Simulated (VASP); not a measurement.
# Sr2Ag (I4/mmm) in VASP: single point with PBE

Aim: the single point of Sr2Ag with PBE.

Program: VASP 6.6.1. These are calculated values, not measurements. Logs are shortened: lines on timing, memory, paths and dates and some standing lists are left out, and cuts for length are marked.

## Step 1: The cell of the first run

Symmetry: I4/mmm, No. 139, tetragonal system. The conventional cell has a = 4.765 Å, b = 4.765 Å, c = 16.815 Å, α = 90.00°, β = 90.00°, γ = 90.00°. Within 4.4 Å of Sr (site symmetry mmm) lie 4 Ag at 3.33 Å and 8 Sr at 3.37 to 3.73 Å. Sr (site symmetry 4mm) has 5 Ag at 3.21 to 3.41 Å and 8 Sr at 3.73 to 4.29 Å within 4.3 Å. Within 4.2 Å of Ag (site symmetry 4mm) lie 9 Sr at 3.21 to 3.41 Å.

## Step 2: Single point, PBE

INCAR

```
SYSTEM = Sr2Ag
  PREC = Accurate
  ENCUT = 520
  EDIFF = 1E-6
  ISMEAR = -1
  SIGMA = 0.1
  LREAL = .False.
  LASPH = .True.
  NELM = 60
  ALGO = Normal
  ISIF = 2
  LWAVE = .False.
  LCHARG = .False.
  GGA = PE
  NBANDS = 40
```

KPOINTS

```
Automatic mesh
0
Gamma
  7 7 7
  0 0 0
```

POSCAR

```
Sr2Ag
1.0
    0.0000000000      4.7649890000      0.0000000000
    4.7649890000      0.0000000000      0.0000000000
    2.3824950000      2.3824950000     -8.4076860000
Sr Ag
4 2
Direct
    0.5000000000      0.0000000000      0.0000000000
    0.0000000000      0.5000000000      0.0000000000
    0.3290000000      0.3290000000      0.3420000000
    0.6710000000      0.6710000000      0.6580000000
    0.1380000000      0.1380000000      0.7240000000
    0.8620000000      0.8620000000      0.2760000000
```

Potentials or basis: VASP PAW PBE potentials, release 64 (Sr_sv, Ag).

On the command line:

```bash
$ cat potpaw_PBE.64/Sr_sv/POTCAR potpaw_PBE.64/Ag/POTCAR > POTCAR
$ mpirun -np 1 vasp_std > vasp.out
```

OUTCAR:

```text
SYSTEM = Sr2Ag
   PREC = Accurate
   ENCUT = 520
   EDIFF = 1E-6
   ISMEAR = -1
   LREAL = .False.
   LASPH = .True.
   NELM = 60
   ISIF = 2
   GGA = PE

 ion  position               nearest neighbor table
   1  0.500  0.000  0.000-   5 3.33   6 3.33   6 3.33   5 3.33   2 3.37   2 3.37   2 3.37   2 3.37
                             3 3.73   4 3.73   4 3.73   3 3.73
   2  0.000  0.500  0.000-   5 3.33   6 3.33   6 3.33   5 3.33   1 3.37   1 3.37   1 3.37   1 3.37
                             3 3.73   4 3.73   4 3.73   3 3.73
   3  0.329  0.329  0.342-   5 3.21   6 3.41   6 3.41   6 3.41   6 3.41   1 3.73   2 3.73   1 3.73
                             2 3.73   4 4.29   4 4.29   4 4.29   4 4.29
   4  0.671  0.671  0.658-   6 3.21   5 3.41   5 3.41   5 3.41   5 3.41   1 3.73   2 3.73   2 3.73
                             1 3.73   3 4.29   3 4.29   3 4.29   3 4.29
   5  0.138  0.138  0.724-   3 3.21   2 3.33   1 3.33   2 3.33   1 3.33   4 3.41   4 3.41   4 3.41
                             4 3.41
   6  0.862  0.862  0.276-   4 3.21   2 3.33   1 3.33   2 3.33   1 3.33   3 3.41   3 3.41   3 3.41
                             3 3.41

  LATTYP: Found a body centered tetragonal cell.
 ALAT       =     4.7649890000
 C/A-ratio  =     3.5289424593

  Lattice vectors:

 A1 = (  -2.3824950000,   2.3824940000,   8.4076860000)
 A2 = (   2.3824940000,  -2.3824950000,   8.4076860000)
 A3 = (   2.3824950000,   2.3824950000,  -8.4076860000)

Analysis of symmetry for initial positions (statically):
=====================================================================
 Subroutine PRICEL returns:
 Original cell was already a primitive cell.

 Routine SETGRP: Setting up the symmetry group for a
 body centered tetragonal supercell.

 Subroutine GETGRP returns: Found 16 space group operations
 (whereof 16 operations were pure point group operations)
 out of a pool of 16 trial point group operations.

The static configuration has the point symmetry D_4h.

Analysis of symmetry for dynamics (positions and initial velocities):
=====================================================================
 Subroutine PRICEL returns:
 Original cell was already a primitive cell.

 Routine SETGRP: Setting up the symmetry group for a
 body centered tetragonal supercell.

 Subroutine GETGRP returns: Found 16 space group operations
 (whereof 16 operations were pure point group operations)
 out of a pool of 16 trial point group operations.

The dynamic configuration has the point symmetry D_4h.

 Subroutine INISYM returns: Found 16 space group operations
 (whereof 16 operations are pure point group operations),
 and found     1 'primitive' translations

----------------------------------------------------------------------------------------

                                     Primitive cell

  volume of cell :     190.8975

  direct lattice vectors                    reciprocal lattice vectors
     0.000000000  4.764989000  0.000000000     0.000000000  0.209864073  0.059469408
     4.764989000  0.000000000  0.000000000     0.209864073  0.000000000  0.059469408
     2.382495000  2.382495000 -8.407686000     0.000000000  0.000000000 -0.118938790

  length of vectors
     4.764989000  4.764989000  9.057690032     0.218127347  0.218127347  0.118938790

  position of ions in fractional coordinates (direct lattice)
     0.500000000  0.000000000  0.000000000
     0.000000000  0.500000000  0.000000000
     0.329000000  0.329000000  0.342000000
     0.671000000  0.671000000  0.658000000
     0.138000000  0.138000000  0.724000000
     0.862000000  0.862000000  0.276000000

  ion indices of the primitive-cell ions
   primitive index   ion index
                 1           1
                 2           2
                 3           3
                 4           4
                 5           5
                 6           6

----------------------------------------------------------------------------------------

 KPOINTS: Automatic mesh

Automatic generation of k-mesh.
 Grid dimensions read from file:
 generate k-points for:    7    7    7

 Generating k-lattice:

  Cartesian coordinates                     Fractional coordinates (reciprocal lattice)
     0.000000000  0.029980582  0.008495630     0.142857143  0.000000000  0.000000000
     0.029980582  0.000000000  0.008495630     0.000000000  0.142857143  0.000000000
     0.000000000  0.000000000 -0.016991256     0.000000000  0.000000000  0.142857143

  Length of vectors
     0.031161050  0.031161050  0.016991256

  Shift w.r.t. Gamma in fractional coordinates (k-lattice)
     0.000000000  0.000000000  0.000000000

 Subroutine IBZKPT returns following result:
 ===========================================

 Found     40 irreducible k-points:

 Following reciprocal coordinates:
            Coordinates               Weight
  0.000000  0.000000  0.000000      1.000000
  0.142857  0.000000  0.000000      8.000000
  0.285714  0.000000  0.000000      8.000000
  0.428571  0.000000 -0.000000      8.000000
  0.142857  0.142857  0.000000      8.000000
  0.285714  0.142857 -0.000000     16.000000
[... 16 lines left out ...]
  0.285714  0.285714  0.142857      8.000000
  0.428571  0.285714  0.142857     16.000000
 [... further k-points ...]
   k-points           NKPTS =     40   k-points in BZ     NKDIM =     40   number of bands    NBANDS=     40
   number of dos      NEDOS =    301   number of ions     NIONS =      6
   total plane-waves  NPLWV =  90720
   dimension x,y,z NGX =    36 NGY =   36 NGZ =   70
   dimension x,y,z NGXF=    72 NGYF=   72 NGZF=  140
   ions per type =               4   2
   NGX,Y,Z   is equivalent  to a cutoff of  12.56, 12.56, 12.85 a.u.
   NGXF,Y,Z  is equivalent  to a cutoff of  25.12, 25.12, 25.70 a.u.
 SYSTEM =  Sr2Ag
   PREC   = accura    normal or accurate (medium, high low for compatibility)
   ISTART =      0    job   : 0-new  1-cont  2-samecut
   ICHARG =      2    charge: 1-file 2-atom 10-const
   ISPIN  =      1    spin polarized calculation?
   LNONCOLLINEAR =      F non collinear calculations
   LSORBIT =      F    spin-orbit coupling
   LASPH  =      T    aspherical Exc in radial PAW
   ENCUT  =  520.0 eV  38.22 Ry    6.18 a.u.   8.86  8.86 16.84*2*pi/ulx,y,z
   NELM   =     60;   NELMIN=  2; NELMDL= -5     # of ELM steps
   EDIFF  = 0.1E-05   stopping-criterion for ELM
   LREAL  =      F    real-space projection
   EDIFFG = 0.1E-04   stopping-criterion for IOM
   NSW    =      0    number of steps for IOM
   IBRION =     -1    ionic relax: 0-MD 1-quasi-New 2-CG
   NFREE  =      0    steps in history (QN), initial steepest desc. (CG)
   ISIF   =      2    stress and relaxation
   ISYM   =      2    0-nonsym 1-usesym 2-fastsym
   POTIM  = 0.5000    time-step for ionic-motion
   TEBEG  =    0.0;   TEEND  =   0.0 temperature during run
   PSTRESS=    0.0 pullay stress
   NELECT =      62.0000    total number of electrons
   NUPDOWN=      -1.0000    fix difference up-down
   EMIN   =  10.00;   EMAX   =-10.00  energy-range for DOS
   EFERMI =   0.00;   METHOD = LEGACY
   ISMEAR =    -1;   SIGMA  =   0.10  broadening in eV -4-tet -1-fermi 0-gaus
   EFERMI_NEDOS =   21; number of points for ismear=-14 and -15
   IALGO  =     38    algorithm
   IMIX   =      4    mixing-type and parameters
     AMIX     =   0.40;   BMIX     =  1.00
     AMIX_MAG =   1.60;   BMIX_MAG =  1.00
  volume/ion in A,a.u.               =      31.82       214.71
  Fermi-wavevector in a.u.,A,eV,Ry     =   1.125309  2.126527 17.229348  1.266321
  Thomas-Fermi vector in A             =   2.261986
   LORBIT       =      0    0 simple, 1 ext, 2 COOP (PROOUT), +10 PAW based schemes
   GGA     = PE    functional components
   LHFCALC =     F    Hartree Fock is set to
   AEXX    =    0.0000 exact exchange contribution
   IVDW    =     0    specifies the selected vdW correction
   LEPSILON=     F    determine dielectric tensor
   LRPA    =     F    only Hartree local field effects (RPA)
 non-spin polarized calculation
  energy-cutoff  :      520.00
  volume of cell :      190.90
 maximum number of plane-waves:      5170
   NGX = 17   NGY = 17   NGZ = 33

 number of electron      61.9999995 magnetization

 Free energy of the ion-electron system (eV)
  ---------------------------------------------------
  ext. energy  EPLUGINS =         0.00000000
  ---------------------------------------------------
  free energy    TOTEN  =       -12.23719746 eV

  energy without entropy =      -12.11543412  energy(sigma->0) =      -12.17631579

 E-fermi :   3.9139     XC(G=0):  -9.0975

 val. band max:        3.8328004633   @ k =  -0.1429   0.0000   0.4286
 cond. band min:       3.9416285525   @ k =  -0.1429  -0.1429   0.1429
 fundamental gap:      0.1088280891
 Fermi energy:         3.9139215895

 k-point     1 :       0.0000    0.0000    0.0000
  band No.  band energies     occupation
      1     -32.1987      2.00000
      2     -32.1830      2.00000
      3     -32.0743      2.00000
      4     -31.9025      2.00000
      5     -14.5266      2.00000
      6     -14.5266      2.00000
[... 32 lines left out ...]
     39       5.9690      0.00000
     40       6.2483      0.00000

 k-point     2 :       0.1429    0.0000    0.0000
  band No.  band energies     occupation
      1     -32.1969      2.00000
      2     -32.1834      2.00000
      3     -32.0664      2.00000
      4     -31.9113      2.00000
      5     -14.5093      2.00000
      6     -14.4925      2.00000
[... 32 lines left out ...]
     39       6.0353      0.00000
     40       6.4240      0.00000

 k-point     3 :       0.2857    0.0000    0.0000
  band No.  band energies     occupation
      1     -32.1928      2.00000
      2     -32.1844      2.00000
      3     -32.0436      2.00000
      4     -31.9358      2.00000
      5     -14.4599      2.00000
      6     -14.4052      2.00000
[... 853 lines left out ...]
  band No.  band energies     occupation
      1     -32.1896      2.00000
      2     -32.1847      2.00000
      3     -32.0237      2.00000
      4     -31.9562      2.00000
      5     -14.6497      2.00000
      6     -14.3937      2.00000
[... 32 lines left out ...]
     39       5.8002      0.00000
     40       6.4243      0.00000

 k-point    24 :       0.4286    0.2857    0.1429
  band No.  band energies     occupation
      1     -32.1872      2.00000
      2     -32.1854      2.00000
      3     -32.0022      2.00000
      4     -31.9780      2.00000
      5     -14.6524      2.00000
      6     -14.5230      2.00000
[... 32 lines left out ...]
     39       5.8771      0.00000
     40       6.1095      0.00000

 [... further k-points ...]
[... 5 lines left out ...]
  --------------------------------------------------------------------------------------
  -------------------------------------------------------------------------------------
  Total        6.1204458      6.1204458      6.7827857      0.0000000     -0.0000004     -0.0000004
  in kB       51.3680819     51.3680819     56.9270122      0.0000000     -0.0000034     -0.0000034
  external PRESSURE =      53.2210587 kB  Pullay stress =       0.0000000 kB

 VOLUME and BASIS-vectors are now :
 -----------------------------------------------------------------------------
  energy-cutoff  :      520.00
  volume of cell :      190.90
      direct lattice vectors                 reciprocal lattice vectors
     0.000000000  4.764989000  0.000000000     0.000000000  0.209864073  0.059469408
     4.764989000  0.000000000  0.000000000     0.209864073  0.000000000  0.059469408
     2.382495000  2.382495000 -8.407686000     0.000000000  0.000000000 -0.118938790

 POSITION                                       TOTAL-FORCE (eV/Angst)
 -----------------------------------------------------------------------------------
      0.00000      2.38249      0.00000         0.000000      0.000000     -0.000000
      2.38249      0.00000      0.00000         0.000000      0.000000     -0.000000
      2.38249      2.38249     -2.87543         0.000000      0.000000     -0.843896
      4.76499      4.76499     -5.53226        -0.000000     -0.000000      0.843896
      2.38249      2.38249     -6.08716         0.000000      0.000000     -0.196508
      4.76499      4.76499     -2.32052        -0.000000     -0.000000      0.196508
 -----------------------------------------------------------------------------------
    total drift:                               -0.000000     -0.000000      0.000000

  FREE ENERGIE OF THE ION-ELECTRON SYSTEM (eV)
  ---------------------------------------------------
  free  energy   TOTEN  =       -12.2371974642 eV

  energy  without entropy=      -12.1154341164  energy(sigma->0) =      -12.17631579
```

Run time: 4.8 min. Hardware: 1 thread of AMD EPYC 7R13 (Zen 3), shared host; peak memory 0.42 GiB.

Results:

```
Free energy            : -12.2372 eV
Pressure               : 5.3 GPa
Largest force          : 0.844 eV/Å
Band gap on the k mesh : zero (bands 31 and 32 overlap by 0.87 eV)
```

Forces on the atoms (eV/Å):
```
Sr   0.000  0.000  0.000
Sr   0.000  0.000  0.000
Sr   0.000  0.000 -0.844
Sr   0.000  0.000  0.844
Ag   0.000  0.000 -0.197
Ag   0.000  0.000  0.197
```

Levels at points of the mesh, in eV from the Fermi level:
| k point | band 28 | band 29 | band 30 | band 31 | band 32 | band 33 | band 34 | band 35 |
| --- | --- | --- | --- | --- | --- | --- | --- | --- |
| (0.00, 0.00, 0.00) | -3.02 | -2.04 | -1.41 | 0.62 | 0.62 | 0.85 | 1.17 | 1.18 |

Caveat: the cell stands under pressure.
